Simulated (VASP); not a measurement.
# Sb (Im-3m) in VASP: settings compared

Aim: see how the results for Sb move with the level of theory and the settings. Levels: PBE0, HSE06, PBEsol+D3(BJ). Tasks: single point.

Everything below comes from runs of VASP 6.6.1. Logs are shortened: lines on timing, memory, paths and dates and some standing lists are left out, and cuts for length are marked.

## 1. The cell of the first run

Symmetry: Im-3m, No. 229, cubic system. The conventional cell has a = 3.792 Å, b = 3.792 Å, c = 3.792 Å, α = 90.00°, β = 90.00°, γ = 90.00°. Within 4.3 Å of Sb (site symmetry m-3m) lie 14 Sb at 3.28 to 3.79 Å.

## 2. Single point, PBE0

POSCAR reads:

```
Sb
1.0
   -1.8959666167      1.8959666167      1.8959666167
    1.8959666167     -1.8959666167      1.8959666167
    1.8959666167      1.8959666167     -1.8959666167
Sb
1
Direct
    0.0000000000      0.0000000000      0.0000000000
```

INCAR.step1 reads:

```
SYSTEM = Sb
PREC     = Accurate       ! precision mode
ENCUT    = 520            ! plane-wave cutoff, eV
EDIFF    = 1E-5           ! SCF threshold, eV
ISMEAR   = -1             ! smearing method
SIGMA    = 0.05           ! smearing width, eV
LREAL    = .False.        ! projectors in reciprocal space
LASPH    = .True.         ! aspherical terms in the spheres
NELM     = 60             ! most SCF steps
ALGO     = Normal         ! electronic algorithm
ISIF     = 2              ! what is computed and relaxed
LWAVE    = .True.         ! write WAVECAR
LCHARG   = .False.        ! write CHGCAR
GGA      = PE             ! functional
NBANDS   = 8              ! bands
```

INCAR.step2 reads:

```
SYSTEM = Sb
PREC     = Accurate       ! precision mode
ENCUT    = 520            ! plane-wave cutoff, eV
EDIFF    = 1E-7           ! SCF threshold, eV
ISMEAR   = -1             ! smearing method
SIGMA    = 0.05           ! smearing width, eV
LREAL    = .False.        ! projectors in reciprocal space
LASPH    = .True.         ! aspherical terms in the spheres
NELM     = 60             ! most SCF steps
ALGO     = Normal         ! electronic algorithm
ISIF     = 2              ! what is computed and relaxed
LWAVE    = .False.        ! write WAVECAR
LCHARG   = .False.        ! write CHGCAR
GGA      = PE             ! functional
LHFCALC  = .True.         ! exact exchange
AEXX     = 0.25           ! exact-exchange fraction
PRECFOCK = Normal       
ISTART   = 1            
NBANDS   = 8              ! bands
```

KPOINTS reads:

```
Automatic mesh
0
Gamma
  6 6 6
  0 0 0
```

Potentials or basis: VASP PAW PBE potentials, release 64 (Sb).

Launch:

```bash
$ cat potpaw_PBE.64/Sb/POTCAR > POTCAR
$ cp INCAR.step1 INCAR
$ mpirun -np 1 vasp_std > vasp.out
$ cp INCAR.step2 INCAR
$ mpirun -np 1 vasp_std > vasp.out
```

OUTCAR:

```text
SYSTEM = Sb
   PREC = Accurate
   ENCUT = 520
   EDIFF = 1E-7
   ISMEAR = -1
   LREAL = .False.
   LASPH = .True.
   NELM = 60
   ISIF = 2
   GGA = PE
   LHFCALC = .True.
   AEXX = 0.25
   PRECFOCK = Normal
   ISTART = 1

 ion  position               nearest neighbor table
   1  0.000  0.000  0.000-

  LATTYP: Found a body centered cubic cell.
 ALAT       =     3.7919332334

  Lattice vectors:

 A1 = (  -1.8959666167,   1.8959666167,   1.8959666167)
 A2 = (   1.8959666167,  -1.8959666167,   1.8959666167)
 A3 = (   1.8959666167,   1.8959666167,  -1.8959666167)

Analysis of symmetry for initial positions (statically):
=====================================================================
 Subroutine PRICEL returns:
 Original cell was already a primitive cell.

 Routine SETGRP: Setting up the symmetry group for a
 body centered cubic supercell.

 Subroutine GETGRP returns: Found 48 space group operations
 (whereof 48 operations were pure point group operations)
 out of a pool of 48 trial point group operations.

The static configuration has the point symmetry O_h .

Analysis of symmetry for dynamics (positions and initial velocities):
=====================================================================
 Subroutine PRICEL returns:
 Original cell was already a primitive cell.

 Routine SETGRP: Setting up the symmetry group for a
 body centered cubic supercell.

 Subroutine GETGRP returns: Found 48 space group operations
 (whereof 48 operations were pure point group operations)
 out of a pool of 48 trial point group operations.

The dynamic configuration has the point symmetry O_h .

 Subroutine INISYM returns: Found 48 space group operations
 (whereof 48 operations are pure point group operations),
 and found     1 'primitive' translations

----------------------------------------------------------------------------------------

                                     Primitive cell

  volume of cell :      27.2616

  direct lattice vectors                    reciprocal lattice vectors
    -1.895966617  1.895966617  1.895966617     0.000000000  0.263717724  0.263717724
     1.895966617 -1.895966617  1.895966617     0.263717724  0.000000000  0.263717724
     1.895966617  1.895966617 -1.895966617     0.263717724  0.263717724  0.000000000

  length of vectors
     3.283910510  3.283910510  3.283910510     0.372953181  0.372953181  0.372953181

  position of ions in fractional coordinates (direct lattice)
     0.000000000  0.000000000  0.000000000

  ion indices of the primitive-cell ions
   primitive index   ion index
                 1           1

----------------------------------------------------------------------------------------

 KPOINTS: Automatic mesh

Automatic generation of k-mesh.
 Grid dimensions read from file:
 generate k-points for:    6    6    6

 Generating k-lattice:

  Cartesian coordinates                     Fractional coordinates (reciprocal lattice)
     0.000000000  0.043952954  0.043952954     0.166666667  0.000000000  0.000000000
     0.043952954  0.000000000  0.043952954     0.000000000  0.166666667  0.000000000
     0.043952954  0.043952954  0.000000000     0.000000000  0.000000000  0.166666667

  Length of vectors
     0.062158864  0.062158864  0.062158864

  Shift w.r.t. Gamma in fractional coordinates (k-lattice)
     0.000000000  0.000000000  0.000000000

 Subroutine IBZKPT returns following result:
 ===========================================

 Found     16 irreducible k-points:

 Following reciprocal coordinates:
            Coordinates               Weight
  0.000000  0.000000  0.000000      1.000000
  0.166667  0.000000  0.000000     12.000000
  0.333333  0.000000  0.000000     12.000000
  0.500000  0.000000  0.000000      6.000000
  0.166667  0.166667  0.000000     24.000000
  0.333333  0.166667  0.000000     48.000000
[... 8 lines left out ...]
  0.500000  0.500000  0.333333     12.000000
  0.500000  0.500000  0.500000      1.000000
   k-points           NKPTS =     16   k-points in BZ     NKDIM =    216   number of bands    NBANDS=      8
   number of dos      NEDOS =    301   number of ions     NIONS =      1
   total plane-waves  NPLWV =  13824
   dimension x,y,z NGX =    24 NGY =   24 NGZ =   24
   dimension x,y,z NGXF=    48 NGYF=   48 NGZF=   48
   ions per type =               1
   NGX,Y,Z   is equivalent  to a cutoff of  12.15, 12.15, 12.15 a.u.
   NGXF,Y,Z  is equivalent  to a cutoff of  24.30, 24.30, 24.30 a.u.
 SYSTEM =  Sb
   PREC   = accura    normal or accurate (medium, high low for compatibility)
   ISTART =      1    job   : 0-new  1-cont  2-samecut
   ICHARG =      0    charge: 1-file 2-atom 10-const
   ISPIN  =      1    spin polarized calculation?
   LNONCOLLINEAR =      F non collinear calculations
   LSORBIT =      F    spin-orbit coupling
   LASPH  =      T    aspherical Exc in radial PAW
   ENCUT  =  520.0 eV  38.22 Ry    6.18 a.u.   6.11  6.11  6.11*2*pi/ulx,y,z
   NELM   =     60;   NELMIN=  2; NELMDL=  0     # of ELM steps
   EDIFF  = 0.1E-06   stopping-criterion for ELM
   LREAL  =      F    real-space projection
   EDIFFG = 0.1E-05   stopping-criterion for IOM
   NSW    =      0    number of steps for IOM
   IBRION =     -1    ionic relax: 0-MD 1-quasi-New 2-CG
   NFREE  =      0    steps in history (QN), initial steepest desc. (CG)
   ISIF   =      2    stress and relaxation
   ISYM   =      3    0-nonsym 1-usesym 2-fastsym
   POTIM  = 0.5000    time-step for ionic-motion
   TEBEG  =    0.0;   TEEND  =   0.0 temperature during run
   PSTRESS=    0.0 pullay stress
   NELECT =       5.0000    total number of electrons
   NUPDOWN=      -1.0000    fix difference up-down
   EMIN   =  10.00;   EMAX   =-10.00  energy-range for DOS
   EFERMI =   0.00;   METHOD = LEGACY
   ISMEAR =    -1;   SIGMA  =   0.05  broadening in eV -4-tet -1-fermi 0-gaus
   EFERMI_NEDOS =   21; number of points for ismear=-14 and -15
   IALGO  =     38    algorithm
   IMIX   =      1    mixing-type and parameters
     AMIX     =   0.40;   BMIX     =  1.00
     AMIX_MAG =   1.60;   BMIX_MAG =  1.00
  volume/ion in A,a.u.               =      27.26       183.97
  Fermi-wavevector in a.u.,A,eV,Ry     =   0.930138  1.757706 11.771177  0.865157
  Thomas-Fermi vector in A             =   2.056495
   LORBIT       =      0    0 simple, 1 ext, 2 COOP (PROOUT), +10 PAW based schemes
   GGA     = PE    functional components
   LHFCALC =     T    Hartree Fock is set to
   PRECFOCK=normal    Normal, Fast or Accurate (Low or Medium for compatibility)
   ENCUT4O =  -1.0   cutoff for four orbital integrals eV
   NKREDX  =     1    reduce k-point grid by
   NKREDY  =     1    reduce k-point grid by
   NKREDZ  =     1    reduce k-point grid by
   AEXX    =    0.2500 exact exchange contribution
   HFSCREEN=    0.0000 screening length (either q_TF or 0.3 A-1)
   HFSCREENC=   0.0000 screening length for correlation (either q_TF or 0.3 A-1)
   ENCUTFOCK=  -1.0 apply spherical cutoff to Coloumb kernel
   IVDW    =     0    specifies the selected vdW correction
   LEPSILON=     F    determine dielectric tensor
   LRPA    =     F    only Hartree local field effects (RPA)
 non-spin polarized calculation
  energy-cutoff  :      520.00
  volume of cell :       27.26
 maximum number of plane-waves:       746
  NGX = 20; NGY = 20; NGZ = 20

 number of electron       5.0000000 magnetization

 Free energy of the ion-electron system (eV)
  ---------------------------------------------------
  ext. energy  EPLUGINS =         0.00000000
  ---------------------------------------------------
  free energy    TOTEN  =        -5.22555748 eV

  energy without entropy =       -5.22030726  energy(sigma->0) =       -5.22293237

 E-fermi :   7.4951     XC(G=0):  -8.0544

 val. band max:        7.3594018746   @ k =   0.3333   0.1667   0.0000
 cond. band min:       7.9311591102   @ k =   0.5000   0.5000   0.3333
 fundamental gap:      0.5717572355
 Fermi energy:         7.4950831121

 k-point     1 :       0.0000    0.0000    0.0000
  band No.  band energies     occupation
      1      -6.5103      2.00000
      2      14.6404      0.00000
      3      14.6404      0.00000
      4      14.6404      0.00000
      5      19.6962      0.00000
      6      19.6962      0.00000
      7      19.6962      0.00000
      8      21.2813      0.00000

 k-point     2 :       0.1667    0.0000    0.0000
  band No.  band energies     occupation
      1      -5.8782      2.00000
      2      10.8059      0.00000
      3      13.0368      0.00000
      4      14.1459      0.00000
      5      17.6763      0.00000
      6      17.8903      0.00000
      7      20.3557      0.00000
      8      21.0342      0.00000

 k-point     3 :       0.3333    0.0000    0.0000
  band No.  band energies     occupation
      1      -4.0319      2.00000
      2       4.7913      2.00000
      3      11.0915      0.00000
      4      13.1917      0.00000
      5      15.9582      0.00000
      6      16.4247      0.00000
      7      21.4114      0.00000
      8      22.3770      0.00000

 k-point     4 :       0.5000    0.0000    0.0000
  band No.  band energies     occupation
      1      -2.0368      2.00000
      2       1.4279      2.00000
      3      10.3485      0.00000
      4      12.7541      0.00000
      5      15.3979      0.00000
      6      15.9211      0.00000
      7      23.2997      0.00000
      8      24.3194      0.00000

 k-point     5 :       0.1667    0.1667    0.0000
  band No.  band energies     occupation
      1      -4.6329      2.00000
      2       7.0191      1.99985
      3       9.9685      0.00000
      4      12.6373      0.00000
      5      17.3992      0.00000
      6      18.3129      0.00000
      7      20.7793      0.00000
      8      21.8342      0.00000
[... 89 lines left out ...]
 k-point    14 :      -0.3333    0.3333    0.3333
  band No.  band energies     occupation
      1      -1.6405      2.00000
      2       6.4015      2.00000
      3       6.9969      1.99991
      4       6.9969      1.99991
      5      12.9079      0.00000
      6      17.4857      0.00000
      7      23.0142      0.00000
      8      23.3124      0.00000

 k-point    15 :       0.5000    0.5000    0.3333
  band No.  band energies     occupation
      1       0.1564      2.00000
      2       3.9424      2.00000
      3       6.2661      2.00000
      4       7.9312      0.00033
      5      13.3346      0.00000
      6      14.3988      0.00000
      7      22.7009      0.00000
      8      23.7324      0.00000

 k-point    16 :       0.5000    0.5000    0.5000
  band No.  band energies     occupation
      1       1.7209      2.00000
      2       5.5390      2.00000
      3       5.5390      2.00000
      4       5.5390      2.00000
      5      11.8155      0.00000
      6      11.8155      0.00000
      7      26.7142      0.00000
      8      26.7142      0.00000

------------------------ aborting loop because EDIFF is reached ----------------------------------------

  FORCE on cell =-STRESS in cart. coord.  units (eV):
  Direction    XX          YY          ZZ          XY          YZ          ZX
  --------------------------------------------------------------------------------------
  -------------------------------------------------------------------------------------
  Total       -0.4952864     -0.4952864     -0.4952864      0.0000000     -0.0000000     -0.0000000
  in kB      -29.1081751    -29.1081751    -29.1081751      0.0000000     -0.0000000     -0.0000000
  external PRESSURE =     -29.1081751 kB  Pullay stress =       0.0000000 kB

 VOLUME and BASIS-vectors are now :
 -----------------------------------------------------------------------------
  energy-cutoff  :      520.00
  volume of cell :       27.26
      direct lattice vectors                 reciprocal lattice vectors
    -1.895966617  1.895966617  1.895966617     0.000000000  0.263717724  0.263717724
     1.895966617 -1.895966617  1.895966617     0.263717724  0.000000000  0.263717724
     1.895966617  1.895966617 -1.895966617     0.263717724  0.263717724  0.000000000

 POSITION                                       TOTAL-FORCE (eV/Angst)
 -----------------------------------------------------------------------------------
      0.00000      0.00000      0.00000        -0.000000      0.000000      0.000000
 -----------------------------------------------------------------------------------
    total drift:                                0.000000      0.000000      0.000000

  FREE ENERGIE OF THE ION-ELECTRON SYSTEM (eV)
  ---------------------------------------------------
  free  energy   TOTEN  =        -5.2255574760 eV

  energy  without entropy=       -5.2203072621  energy(sigma->0) =       -5.22293237
```

Wall time 3.7 min (1 thread of Intel Xeon 6975P-C (Granite Rapids), shared host); peak memory 0.15 GiB.

Results:

| Quantity | Value |
| --- | --- |
| Free energy | -5.2256 eV |
| Pressure | -2.9 GPa |

Caveat: the k points lie up to 0.39 Å⁻¹ apart; the PAW data sets were made with another functional, which shifts forces and pressure a little; spin-orbit coupling is left out, which moves the levels of the heavy elements.

## 3. Single point, HSE06

This run uses another cell than the first one, of 27.79 Å³/atom, 1.019 times its volume.

POSCAR reads:

```
Sb
1.0
   -1.9080431628      1.9080431628      1.9080431628
    1.9080431628     -1.9080431628      1.9080431628
    1.9080431628      1.9080431628     -1.9080431628
Sb
1
Direct
    0.0000000000      0.0000000000      0.0000000000
```

INCAR.step1 reads:

```
SYSTEM = Sb
PREC = Accurate
ENCUT = 520
EDIFF = 1E-5
ISMEAR = -1
SIGMA = 0.05
LREAL = .False.
LASPH = .True.
NELM = 80
ALGO = Normal
ISIF = 2
LWAVE = .True.
LCHARG = .False.
NBANDS = 8
GGA = PE
```

INCAR.step2 reads:

```
SYSTEM = Sb
PREC = Accurate
ENCUT = 520
EDIFF = 1E-6
ISMEAR = -1
SIGMA = 0.05
LREAL = .False.
LASPH = .True.
NELM = 80
ALGO = Normal
ISIF = 2
LWAVE = .False.
LCHARG = .False.
GGA = PE
LHFCALC = .True.
HFSCREEN = 0.2079
PRECFOCK = Normal
NBANDS = 8
ISTART = 1
```

KPOINTS is that of step 2.

Potentials or basis: VASP PAW PBE potentials, release 64 (Sb).

Launch:

```bash
$ cat potpaw_PBE.64/Sb/POTCAR > POTCAR
$ cp INCAR.step1 INCAR
$ mpirun -np 1 vasp_std > vasp.out
$ cp INCAR.step2 INCAR
$ mpirun -np 1 vasp_std > vasp.out
```

Wall time 3.8 min (1 thread of Intel Xeon 6975P-C (Granite Rapids), shared host); peak memory 0.26 GiB.

It converged, with:

```
Free energy : -4.6783 eV
Pressure    : -2.8 GPa
```

Levels at points of the mesh, in eV from the Fermi level:
```tsv
k point	band 1	band 2	band 3	band 4	band 5
(0.00, 0.00, 0.00)	-13.60	6.40	6.40	6.40	11.56
(0.50, 0.00, 0.00)	-9.26	-5.69	2.33	4.63	7.31
(0.50, 0.50, 0.50)	-5.79	-1.79	-1.79	-1.79	3.82
```

Caveat: the k points lie up to 0.39 Å⁻¹ apart; the PAW data sets were made with another functional, which shifts forces and pressure a little; spin-orbit coupling is left out, which moves the levels of the heavy elements.

## 4. Single point, PBE0

This run uses another cell than the first one, of 27.79 Å³/atom, 1.019 times its volume.

POSCAR is that of step 3.

INCAR.step1 reads:

```
SYSTEM = Sb
ALGO = Normal ; EDIFF = 1E-5
ENCUT = 520 ; GGA = PE
ISIF = 2 ; ISMEAR = -1
LASPH = .TRUE. ; LCHARG = .FALSE.
LREAL = .FALSE. ; LWAVE = .TRUE.
NBANDS = 8 ; NELM = 60
PREC = Accurate ; SIGMA = 0.05
```

INCAR.step2 reads:

```
SYSTEM = Sb
AEXX = 0.25 ; ALGO = Normal
EDIFF = 1E-6 ; ENCUT = 520
GGA = PE ; ISIF = 2
ISMEAR = -1 ; ISTART = 1
LASPH = .TRUE. ; LCHARG = .FALSE.
LHFCALC = .TRUE. ; LREAL = .FALSE.
LWAVE = .FALSE. ; NBANDS = 8
NELM = 60 ; PREC = Accurate
PRECFOCK = Normal ; SIGMA = 0.05
```

KPOINTS reads:

```
k-points
0
G
  6 6 6
  0 0 0
```

Launch:

```bash
$ cat potpaw_PBE.64/Sb/POTCAR > POTCAR
$ cp INCAR.step1 INCAR
$ mpirun -np 1 vasp_std > vasp.out
$ cp INCAR.step2 INCAR
$ mpirun -np 1 vasp_std > vasp.out
```

Wall time 3.1 min (1 thread of Intel Xeon 6975P-C (Granite Rapids), shared host); peak memory 0.17 GiB.

The run converged. Its results:

```
Free energy : -5.2063 eV
Pressure    : -2.8 GPa
```

Levels at points of the mesh, in eV from the Fermi level:
```csv
k point,band 1,band 2,band 3,band 4,band 5,band 6,band 7
"(0.00, 0.00, 0.00)",-13.93,6.92,6.92,6.92,12.06,12.06,12.06
"(0.50, 0.00, 0.00)",-9.57,-6.01,2.77,5.11,7.77,8.34,15.58
"(0.50, 0.50, 0.50)",-6.10,-2.08,-2.08,-2.08,4.24,4.24,19.04
```

Caveat: the k points lie up to 0.39 Å⁻¹ apart; the PAW data sets were made with another functional, which shifts forces and pressure a little; spin-orbit coupling is left out, which moves the levels of the heavy elements.

(Continued in part 2 of 2.)
